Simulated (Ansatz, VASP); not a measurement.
**One calculation of C, two programs**

The input INCAR:

```
SYSTEM = C
ALGO = Normal
EDIFF = 1E-6
ENCUT = 520
GGA = PS
ISIF = 2
ISMEAR = 0
LASPH = .TRUE.
LCHARG = .FALSE.
LREAL = .FALSE.
LWAVE = .FALSE.
NBANDS = 16
NELM = 100
PREC = Accurate
SIGMA = 0.01
```

File KPOINTS:

```
k-points
0
G
  9 9 6
  0 0 0
```

The input POSCAR:

```
C
1.0
    2.4737402487      0.0000000000      0.0000000000
   -1.2368701244      2.1423218978      0.0000000000
    0.0000000000      0.0000000000      4.1189829197
C
4
Direct
    0.3333333333      0.6666666667     -0.0000837947
    0.6666666667      0.3333333333      0.4999162053
    0.3333333333      0.6666666667      0.3740837947
    0.6666666667      0.3333333333      0.8740837947
```

Input for Ansatz:

```yaml
crystal:
  lattice:
    - [2.4737402487, 0.0, 0.0]
    - [-1.2368701244, 2.1423218978, 0.0]
    - [0.0, 0.0, 4.1189829197]
  atoms:
    - { symbol: C, position: [0.3333333333, 0.6666666667, -8.37947e-05] }
    - { symbol: C, position: [0.6666666667, 0.3333333333, 0.4999162053] }
    - { symbol: C, position: [0.3333333333, 0.6666666667, 0.3740837947] }
    - { symbol: C, position: [0.6666666667, 0.3333333333, 0.8740837947] }
basis:
  ecutwfc: 420
kpoints:
  mp_grid: { grid: [9, 9, 6] }
  band_path:
    path:
      - [0.0, 0.0, 0.0]
      - [0.0, 0.0, 0.0]
      - [0.5, 0.0, 0.0]
      - [0.5, 0.0, 0.0]
      - [0.3333333333, 0.3333333333, 0.0]
      - [0.0, 0.0, 0.5]
      - [0.0047244959, -0.0023622479, 0.0]
      - [-0.0047244959, 0.0023622479, 0.0]
      - [0.0, 0.0, 0.0078666779]
      - [0.0, 0.0, -0.0078666779]
      - [0.0047244959, -0.0023622479, 0.0]
      - [-0.0047244959, 0.0023622479, 0.0]
      - [0.0, 0.0, 0.0078666779]
      - [0.0, 0.0, -0.0078666779]
    npoints: 1
hamiltonian:
  xc: pbesol
  pseudopotentials: { kind: paw, azcp: { folder: soft_1 } }
scf:
  occupations: { method: fixed }
  n_extra_bands: 6
output:
  forces: true
  stress: true
  eigenvalues: true
```

Alike in both runs: task single point; functional PBEsol; k mesh 9 × 9 × 6; no spin polarisation.

```csv
,VASP,Ansatz
version,VASP 6.6.1,Ansatz 0.2.0
potentials or method,"VASP PAW PBE potentials, release 64 (C), cutoff 520 eV","scalar-relativistic, plane waves, PAW"
occupations,"gaussian, width 0.01 eV",fixed
valence electrons in the cell,16,16
```

```csv
,VASP,Ansatz,Ansatz less VASP
gap on the k mesh at the Fermi level (eV),2.91,2.93,+0.020
least direct gap on the mesh (eV),4.96,4.96,+0.007
pressure (GPa),15.7,14.3,-1.32
"traceless stress, the component that is largest in VASP (GPa)",0.17,0.24,+0.067
rms of the force components (eV/Å),0.003,0.000,-0.0032
```

VASP's potentials were made for PBE, not for PBEsol, and Ansatz warns of the same on its side. Atom by atom the forces differ by 0.003 eV/Å (rms over components).
